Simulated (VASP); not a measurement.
# Rh in VASP: notebook

Runs on Rh. Level: r2SCAN. Tasks: single point.

Everything below comes from runs of VASP 6.6.1. Logs are shortened: lines on timing, memory, paths and dates and some standing lists are left out, and cuts for length are marked.

## Step 1: The cell of the first run

The typed cell holds 4 atoms: a = 2.706 Å, b = 2.706 Å, c = 7.497 Å, α = 90.00°, β = 90.00°, γ = 89.97°.

## Step 2: Single point, r2SCAN

POSCAR

```
Rh
1.0
    1.9142537028     -1.9131985856      0.0000000000
    1.9142537028      1.9131985856      0.0000000000
    0.0000000000      0.0000000000      7.4969081392
Rh
4
Direct
    0.7499977283      0.2500022717      0.1249769500
    0.7500022717      0.2499977283      0.6249769500
    0.2500022717      0.7499977283      0.8750230500
    0.2499977283      0.7500022717      0.3750230500
```

INCAR.step1

```
ALGO = Normal
EDIFF = 1E-4
ENCUT = 520
GGA = PE
ISMEAR = 0
LASPH = True
LCHARG = False
LREAL = False
LWAVE = True
NBANDS = 38
NELM = 100
PREC = Accurate
SIGMA = 0.1
```

INCAR.step2

```
ALGO = Normal
EDIFF = 1E-6
ENCUT = 520
ISIF = 2
ISMEAR = 0
ISTART = 1
LASPH = True
LCHARG = False
LMIXTAU = True
LREAL = False
LWAVE = False
METAGGA = R2SCAN
NBANDS = 38
NELM = 100
PREC = Accurate
SIGMA = 0.1
```

KPOINTS

```
k-points
0
Gamma
  6 6 4
```

Potentials or basis: VASP PAW PBE potentials, release 64 (Rh_pv).

Launch:

```sh
> cat potpaw_PBE.64/Rh_pv/POTCAR > POTCAR
> cp INCAR.step1 INCAR
> mpirun -np 1 vasp_std > vasp.out
> cp INCAR.step2 INCAR
> mpirun -np 1 vasp_std > vasp.out
```

OUTCAR:

```text
EDIFF = 1E-6
   ENCUT = 520
   ISIF = 2
   ISMEAR = 0
   ISTART = 1
   LASPH = True
   LREAL = False
   METAGGA = R2SCAN
   NELM = 100
   PREC = Accurate

 ion  position               nearest neighbor table
   1  0.750  0.250  0.125-   3 2.68   3 2.68   4 2.68   4 2.68   3 2.68   3 2.68   4 2.68   4 2.68

   2  0.750  0.250  0.625-   4 2.68   4 2.68   3 2.68   3 2.68   4 2.68   4 2.68   3 2.68   3 2.68

   3  0.250  0.750  0.875-   1 2.68   1 2.68   2 2.68   2 2.68   1 2.68   1 2.68   2 2.68   2 2.68
[... 10 lines left out ...]
 A1 = (  -1.9142537028,  -1.9131985856,   0.0000000000)
 A2 = (   1.9142537028,  -1.9131985856,   0.0000000000)
 A3 = (   0.0000000000,   0.0000000000,   7.4969081392)

Analysis of symmetry for initial positions (statically):
=====================================================================
 Subroutine PRICEL returns following result:

  LATTYP: Found a base centered orthorhombic cell.
 ALAT       =     3.8263971712
 B/A-ratio  =     1.0005514938
 C/A-ratio  =     0.9796301591

  Lattice vectors:

 A1 = (  -1.9142537028,  -1.9131985856,   0.0000000000)
 A2 = (   1.9142537028,  -1.9131985856,   0.0000000000)
 A3 = (   0.0000086972,  -0.0000086924,   3.7484540696)

   2 primitive cells build up your supercell.

 Routine SETGRP: Setting up the symmetry group for a
 base centered orthorhombic supercell.

 Subroutine GETGRP returns: Found  8 space group operations
 (whereof  4 operations were pure point group operations)
 out of a pool of  8 trial point group operations.

The static configuration has the point symmetry C_2h.
 The point group associated with its full space group is D_2h.

Analysis of symmetry for dynamics (positions and initial velocities):
=====================================================================
 Subroutine PRICEL returns following result:

  LATTYP: Found a base centered orthorhombic cell.
 ALAT       =     3.8263971712
 B/A-ratio  =     1.0005514938
 C/A-ratio  =     0.9796301591

  Lattice vectors:

 A1 = (  -1.9142537028,  -1.9131985856,   0.0000000000)
 A2 = (   1.9142537028,  -1.9131985856,   0.0000000000)
 A3 = (   0.0000086972,  -0.0000086924,   3.7484540696)

   2 primitive cells build up your supercell.

[... 97 lines left out ...]
   NGXF,Y,Z  is equivalent  to a cutoff of  24.57, 24.57, 24.84 a.u.
 SYSTEM =  unknown system
   PREC   = accura    normal or accurate (medium, high low for compatibility)
   ISTART =      1    job   : 0-new  1-cont  2-samecut
   ICHARG =      0    charge: 1-file 2-atom 10-const
   ISPIN  =      1    spin polarized calculation?
   LNONCOLLINEAR =      F non collinear calculations
   LSORBIT =      F    spin-orbit coupling
   LASPH  =      T    aspherical Exc in radial PAW
   ENCUT  =  520.0 eV  38.22 Ry    6.18 a.u.   5.03  5.03 13.94*2*pi/ulx,y,z
   NELM   =    100;   NELMIN=  2; NELMDL=  0     # of ELM steps
   EDIFF  = 0.1E-05   stopping-criterion for ELM
   LREAL  =      F    real-space projection
   EDIFFG = 0.1E-04   stopping-criterion for IOM
   NSW    =      0    number of steps for IOM
   IBRION =     -1    ionic relax: 0-MD 1-quasi-New 2-CG
   NFREE  =      0    steps in history (QN), initial steepest desc. (CG)
   ISIF   =      2    stress and relaxation
   ISYM   =      2    0-nonsym 1-usesym 2-fastsym
   POTIM  = 0.5000    time-step for ionic-motion
   TEBEG  =    0.0;   TEEND  =   0.0 temperature during run
   PSTRESS=    0.0 pullay stress
   NELECT =      60.0000    total number of electrons
   NUPDOWN=      -1.0000    fix difference up-down
   EMIN   =  10.00;   EMAX   =-10.00  energy-range for DOS
   EFERMI =   0.00;   METHOD = LEGACY
   ISMEAR =     0;   SIGMA  =   0.10  broadening in eV -4-tet -1-fermi 0-gaus
   EFERMI_NEDOS =   21; number of points for ismear=-14 and -15
   IALGO  =     38    algorithm
   IMIX   =      4    mixing-type and parameters
     AMIX     =   0.40;   BMIX     =  1.00
     AMIX_MAG =   1.60;   BMIX_MAG =  1.00
  volume/ion in A,a.u.               =      13.73        92.64
  Fermi-wavevector in a.u.,A,eV,Ry     =   1.686170  3.186399 38.683663  2.843169
  Thomas-Fermi vector in A             =   2.768883
   LORBIT       =      0    0 simple, 1 ext, 2 COOP (PROOUT), +10 PAW based schemes
   METAGGA = R2SCAN    functional components
   LHFCALC =     F    Hartree Fock is set to
   AEXX    =    0.0000 exact exchange contribution
   IVDW    =     0    specifies the selected vdW correction
   LEPSILON=     F    determine dielectric tensor
   LRPA    =     F    only Hartree local field effects (RPA)
 non-spin polarized calculation
 Gauss-broadening in eV      SIGMA  =   0.10
  energy-cutoff  :      520.00
  volume of cell :       54.91
 maximum number of plane-waves:      1504
   NGX = 11   NGY = 11   NGZ = 27

 number of electron      60.0000039 magnetization

 Free energy of the ion-electron system (eV)
  ---------------------------------------------------
  ext. energy  EPLUGINS =         0.00000000
  ---------------------------------------------------
  free energy    TOTEN  =       -96.48547189 eV

  energy without entropy =      -96.45984966  energy(sigma->0) =      -96.47266078

 E-fermi :  11.6758     XC(G=0): -15.2207

 val. band max:       11.6601057604   @ k =   0.1667   0.0000   0.0000
 cond. band min:      11.6785200195   @ k =   0.3333   0.0000   0.0000
 fundamental gap:      0.0184142592
 Fermi energy:        11.6758090443

 k-point     1 :       0.0000    0.0000    0.0000
  band No.  band energies     occupation
      1     -36.8109      2.00000
      2     -36.4520      2.00000
      3     -36.4515      2.00000
      4     -36.3392      2.00000
      5     -36.3385      2.00000
      6     -36.1858      2.00000
[... 973 lines left out ...]
     37      21.4622      0.00000
     38      21.4692      0.00000

 [... further k-points ...]
[... 5 lines left out ...]
  --------------------------------------------------------------------------------------
  -------------------------------------------------------------------------------------
  Total        0.3635395      0.4151693      0.5107949      0.0000000     -0.0000000      0.0000000
  in kB       10.6069479     12.1133453     14.9034014      0.0000000     -0.0000000      0.0000000
  external PRESSURE =      12.5412315 kB  Pullay stress =       0.0000000 kB

 VOLUME and BASIS-vectors are now :
 -----------------------------------------------------------------------------
  energy-cutoff  :      520.00
  volume of cell :       54.91
      direct lattice vectors                 reciprocal lattice vectors
     1.914253703 -1.913198586  0.000000000     0.261198398 -0.261342447  0.000000000
     1.914253703  1.913198586  0.000000000     0.261198398  0.261342447  0.000000000
     0.000000000  0.000000000  7.496908139     0.000000000  0.000000000  0.133388322

 POSITION                                       TOTAL-FORCE (eV/Angst)
 -----------------------------------------------------------------------------------
      1.91425     -0.95659      0.93694         0.000000      0.000000      0.002703
      1.91425     -0.95661      4.68539         0.000000     -0.000000      0.002703
      1.91425      0.95659      6.55997        -0.000000     -0.000000     -0.002703
      1.91425      0.95661      2.81151         0.000000      0.000000     -0.002703
 -----------------------------------------------------------------------------------
    total drift:                               -0.000000      0.034714      0.023713

  FREE ENERGIE OF THE ION-ELECTRON SYSTEM (eV)
  ---------------------------------------------------
  free  energy   TOTEN  =       -96.4854718920 eV

  energy  without entropy=      -96.4598496583  energy(sigma->0) =      -96.47266078
```

OUTCAR.step1:

```text
EDIFF = 1E-4
   ENCUT = 520
   GGA = PE
   ISMEAR = 0
[... 1239 lines left out ...]
      1.91425     -0.95659      0.93694        -0.000000     -0.000000      0.003040
      1.91425     -0.95661      4.68539         0.000000     -0.000000      0.003040
      1.91425      0.95659      6.55997         0.000000      0.000000     -0.003040
      1.91425      0.95661      2.81151        -0.000000      0.000000     -0.003040
 -----------------------------------------------------------------------------------
    total drift:                               -0.000000      0.034520      0.023495

  FREE ENERGIE OF THE ION-ELECTRON SYSTEM (eV)
  ---------------------------------------------------
  free  energy   TOTEN  =       -28.9541579982 eV

  energy  without entropy=      -28.9267544448  energy(sigma->0) =      -28.94045622
```

OSZICAR.step1:

```text
N       E                     dE             d eps       ncg     rms          rms(c)
DAV:   1     0.774207567773E+03    0.77421E+03   -0.37277E+04  2964   0.185E+03
DAV:   2    -0.583749623596E+01   -0.78005E+03   -0.75791E+03  3090   0.577E+02
DAV:   3    -0.307365038725E+02   -0.24899E+02   -0.24226E+02  3240   0.112E+02
DAV:   4    -0.309636603092E+02   -0.22716E+00   -0.22705E+00  3200   0.109E+01
DAV:   5    -0.309672875019E+02   -0.36272E-02   -0.36271E-02  3332   0.139E+00    0.204E+01
DAV:   6    -0.290344110044E+02    0.19329E+01   -0.59098E+00  3096   0.184E+01    0.710E+00
DAV:   7    -0.289658704812E+02    0.68541E-01   -0.15737E-01  3204   0.247E+00    0.297E+00
DAV:   8    -0.289549597665E+02    0.10911E-01   -0.19204E-02  3104   0.124E+00    0.546E-01
DAV:   9    -0.289541452397E+02    0.81453E-03   -0.58135E-04  3068   0.227E-01    0.276E-02
DAV:  10    -0.289541579982E+02   -0.12759E-04   -0.16416E-05  1752   0.349E-02
   1 F= -.28954158E+02 E0= -.28940456E+02  d E =-.274036E-01
```

Wall time 2.3 min (1 thread of AMD EPYC 7R13 (Zen 3), shared host); peak memory 0.17 GiB.

What came out:

- Free energy: -96.4855 eV
- Pressure: 1.3 GPa
- Band gap on the k mesh: zero (band 30 reaches 12.71 eV, above the bottom of band 31 at 10.77 eV)

Forces in eV/Å, atoms in the order of the input:
```
Rh   0.000  0.000  0.003
Rh   0.000  0.000  0.003
Rh   0.000  0.000 -0.003
Rh   0.000  0.000 -0.003
```

Caveat: the k points lie up to 0.39 Å⁻¹ apart; the PAW data sets were made with another functional, which shifts forces and pressure a little.

## Step 3: Single point, r2SCAN

This run uses another cell than the first one: it holds 1 atom, not 4.

POSCAR

```
Rh
1.0
   -1.3434850395      1.3434850395      1.8998523772
    1.3434850395     -1.3434850395      1.8998523772
    1.3434850395      1.3434850395     -1.8998523772
Rh
1
Direct
    0.5000000000      0.5000000000      0.0000000000
```

INCAR.step1

```
SYSTEM = Rh
  PREC = Accurate
  ENCUT = 520
  ISMEAR = 0
  SIGMA = 0.1
  LREAL = .False.
  LASPH = .True.
  NELM = 100
  NBANDS = 14
  GGA = PE
  ALGO = Normal
  EDIFF = 1E-4
  LWAVE = .True.
  LCHARG = .False.
```

INCAR.step2

```
SYSTEM = Rh
  PREC = Accurate
  ENCUT = 520
  EDIFF = 1E-6
  ISMEAR = 0
  SIGMA = 0.1
  LREAL = .False.
  LASPH = .True.
  NELM = 100
  ALGO = Normal
  ISIF = 2
  LWAVE = .False.
  LCHARG = .False.
  METAGGA = R2SCAN
  LMIXTAU = .True.
  NBANDS = 14
  ISTART = 1
```

KPOINTS

```
Automatic mesh
0
Gamma
  28 28 28
  0 0 0
```

Potentials or basis: VASP PAW PBE potentials, release 64 (Rh_pv).

Launch:

```sh
> cat potpaw_PBE.64/Rh_pv/POTCAR > POTCAR
> cp INCAR.step1 INCAR
> mpirun -np 1 vasp_std > vasp.out
> cp INCAR.step2 INCAR
> mpirun -np 1 vasp_std > vasp.out
```

It took 11 min on 1 thread of AMD EPYC 7R13 (Zen 3), shared host; peak memory 0.34 GiB.

The run converged. Its results:

| Item | Value |
| --- | --- |
| Free energy | -24.1404 eV |
| Pressure | 1.2 GPa |

Levels at points of the mesh, in eV from the Fermi level:
```tsv
k point	band 3	band 4	band 5	band 6	band 7	band 8	band 9	band 10	band 11	band 12
(0.00, 0.00, 0.00)	-47.79	-8.20	-3.18	-3.18	-3.18	-1.08	-1.07	16.71	17.39	22.48
(0.50, 0.00, 0.00)	-47.90	-6.36	-3.30	-3.30	0.59	0.59	0.90	9.11	16.27	17.39
(0.50, 0.50, 0.00)	-48.08	-6.57	-6.20	0.52	1.05	1.05	3.49	12.90	14.02	14.02
(0.50, 0.50, 0.50)	-48.08	-6.57	-6.20	0.52	1.05	1.05	3.49	12.91	14.02	14.02
```

Caveat: the PAW data sets were made with another functional, which shifts forces and pressure a little.

(Part 1 of 2 ends here.)
